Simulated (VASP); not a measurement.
Sn, 2 atoms in the cell. Symmetry: I4_1/amd, No. 141, tetragonal system. The conventional cell has a = 5.880 Å, b = 5.880 Å, c = 3.199 Å, α = 90.00°, β = 90.00°, γ = 90.00°. Within 4.0 Å of Sn (site symmetry -4m2) lie 10 Sn at 3.05 to 3.79 Å. 

```yaml
Program: VASP 6.6.1
Task: single point
Functional: PBE
Potentials_or_basis: VASP PAW PBE potentials, release 64 (Sn_d)
Cutoff: 520 eV
k_mesh: 9 × 9 × 9
Occupations: gaussian, width 0.013 eV
Spin: no spin polarisation
Dipole_correction: no
Further_INCAR_settings: ALGO = Normal; EDIFF = 1e-07; NBANDS = 21
```

Potentials or basis: VASP PAW PBE potentials, release 64 (Sn_d).

The run is started by

```console
$ cat potpaw_PBE.64/Sn_d/POTCAR > POTCAR
$ mpirun -np 1 vasp_std > vasp.out
```

Hardware: 1 thread of Intel(R) Xeon(R) 6975P-C (Granite Rapids), on a shared host.

Problem. How long does it take, and how much memory?

Solution. Wall time 33 s on 1 thread of Intel(R) Xeon(R) 6975P-C (Granite Rapids) (shared host), peak memory 0.23 GiB. Counts: scf iterations 11, k points 75.
